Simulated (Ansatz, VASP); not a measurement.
## RbCdI3: VASP beside Ansatz

```
Rb Cd I
1.0
     5.65337    0.00000    0.00000
     0.00000    5.65337    0.00000
     0.00000    0.00000    5.65337
Rb Cd I
1 1 3
Direct
  0.00000 0.00000 0.00000
  0.50000 0.50000 0.50000
  0.50000 0.50000 0.00000
  0.50000 0.00000 0.50000
  0.00000 0.50000 0.50000
```

Change from the starting cell: hydrostatic strain -5.0%.

Alike in both runs: task single point; functional PBE; k mesh 4 × 4 × 4; occupations fermi-dirac, width 0.02 eV; no spin polarisation.

```csv
,VASP,Ansatz
version,VASP 6.6.1,Ansatz 0.2.0
potentials or method,"VASP PAW PBE potentials, release 64 (Rb_sv, Cd, I)","plane waves, PAW"
plane-wave cutoff (eV),520,420
valence electrons in the cell,42,80
```

Ansatz gave:

* pressure (GPa): 5.5

What did VASP give for the same quantities?

Pressure (GPa): 5.6.

The functional is the same, so the differences come from potentials, cutoffs and numerics. VASP's potentials hold 42 valence electrons a cell and Ansatz's 80, so a difference there can come from the potentials and not from the codes.

Neither program's run includes spin-orbit coupling.
